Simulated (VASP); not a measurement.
Wanted: the native input for a VASP 6.6.1 run.

| Item | Value |
| --- | --- |
| Task | single point |
| Functional | PBE-based screened hybrid with 25 % exact exchange |
| Potentials or basis | VASP PAW PBE potentials, release 64 (Cd) |
| Cutoff | 400 eV |
| k mesh | 8 × 8 × 8 |
| Occupations | fermi-dirac, width 0.1 eV |
| Spin | no spin polarisation |
| Dipole correction | no |
| Grid for exact exchange (PRECFOCK) | Normal |
| Share of exact exchange | 0.25 |
| Further INCAR settings | ALGO = Normal; EDIFF = 1e-06; NBANDS = 12 |
| Screening parameter | 0.3 1/Å |

The system is Cd.

```
Cd
1.0
    -1.78432    1.78432    1.78432
     1.78432   -1.78432    1.78432
     1.78432    1.78432   -1.78432
Cd
1
Cartesian
  0.0000 0.0000 0.0000
```

This isn't the form of Cd at room conditions, which is hcp.

One way to write it, as run:

POSCAR

```
Cd
1.0
   -1.7843220000      1.7843220000      1.7843220000
    1.7843220000     -1.7843220000      1.7843220000
    1.7843220000      1.7843220000     -1.7843220000
Cd
1
Direct
    0.0000000000      0.0000000000      0.0000000000
```

INCAR.step1

```
SYSTEM = Cd
  PREC = Accurate
  ENCUT = 400
  EDIFF = 1E-5
  ISMEAR = -1
  SIGMA = 0.1
  LREAL = .FALSE.
  LASPH = .TRUE.
  NELM = 120
  ALGO = Normal
  ISIF = 2
  LWAVE = .TRUE.
  NBANDS = 12
  GGA = PE
  GGA_COMPAT = .FALSE.
```

INCAR.step2

```
SYSTEM = Cd
  PREC = Accurate
  ENCUT = 400
  EDIFF = 1E-6
  ISMEAR = -1
  SIGMA = 0.1
  LREAL = .FALSE.
  LASPH = .TRUE.
  NELM = 120
  ALGO = Normal
  ISIF = 2
  LWAVE = .FALSE.
  LCHARG = .TRUE.
  GGA = PE
  LHFCALC = .TRUE.
  AEXX = 0.25
  HFSCREEN = 0.3
  PRECFOCK = Normal
  LELF = .TRUE.
  LVHAR = .TRUE.
  NBANDS = 12
  ISTART = 1
  GGA_COMPAT = .FALSE.
```

KPOINTS

```
Automatic mesh
0
G
  8 8 8
  0 0 0
```

Potentials or basis: VASP PAW PBE potentials, release 64 (Cd).

Run with:

```bash
$ cat potpaw_PBE.64/Cd/POTCAR > POTCAR
$ cp INCAR.step1 INCAR
$ mpirun -np 1 vasp_std > vasp.out
$ cp INCAR.step2 INCAR
$ mpirun -np 1 vasp_std > vasp.out
```

Results of the run:

* Pressure: -1.3 GPa
* Band gap on the k mesh: zero (bands 6 and 7 overlap by 4.71 eV)

Caveat: the PAW data sets were made with another functional, which shifts forces and pressure a little.

Run time: 12 min on 1 thread of Intel(R) Xeon(R) Platinum 8488C (Sapphire Rapids) (shared host), peak memory 0.23 GiB.
